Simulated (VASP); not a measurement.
Si4NiPt3, 8 atoms in the cell. Symmetry: R3, No. 146, trigonal system. Conventional cell: a = 6.959 Å, b = 6.959 Å, c = 8.523 Å, α = 90.00°, β = 90.00°, γ = 120.00°. Si (site symmetry 1) has 5 Pt at 2.45 to 2.71 Å and 2 Ni at 2.64 to 2.71 Å and 6 Si at 3.02 Å within 3.2 Å. Within 3.2 Å of Si (site symmetry 3) lie 1 Ni at 2.45 Å and 6 Pt at 2.64 to 2.71 Å and 6 Si at 3.02 Å. Within 3.2 Å of Ni (site symmetry 3) lie 7 Si at 2.45 to 2.71 Å and 6 Pt at 3.03 Å. Within 3.2 Å of Pt (site symmetry 1) lie 7 Si at 2.45 to 2.71 Å and 4 Pt at 3.03 Å and 2 Ni at 3.03 Å. 

| Quantity | Value |
| --- | --- |
| Program | VASP 6.6.1 |
| Task | single point |
| Functional | PBE |
| Potentials or basis | VASP PAW PBE potentials, release 64 (Si, Ni, Pt) |
| Cutoff | 600 eV |
| k mesh | 4 × 4 × 4 |
| Occupations | gaussian, width 0.1 eV |
| Spin | collinear spin, ferromagnetic start |
| Starting moments | [0.0, 0.0, 0.0, 0.0, 2.0, 0.0, 0.0, 0.0] μB |
| Dipole correction | no |
| Further INCAR settings | ALGO = Normal; EDIFF = 1e-06; NBANDS = 42 |

Potentials or basis: VASP PAW PBE potentials, release 64 (Si, Ni, Pt).

Command:

```console
$ cat potpaw_PBE.64/Si/POTCAR potpaw_PBE.64/Ni/POTCAR potpaw_PBE.64/Pt/POTCAR > POTCAR
$ mpirun -np 1 vasp_std > vasp.out
```

Hardware: 1 thread of Oxide Virtual Turin-like Processor, with other jobs on the host.

Q: Estimate the wall time of this run.

A: Run time: 2.9 min on 1 thread of Oxide Virtual Turin-like Processor (shared host), peak memory 0.32 GiB. Counts: scf iterations 19, k points 14.
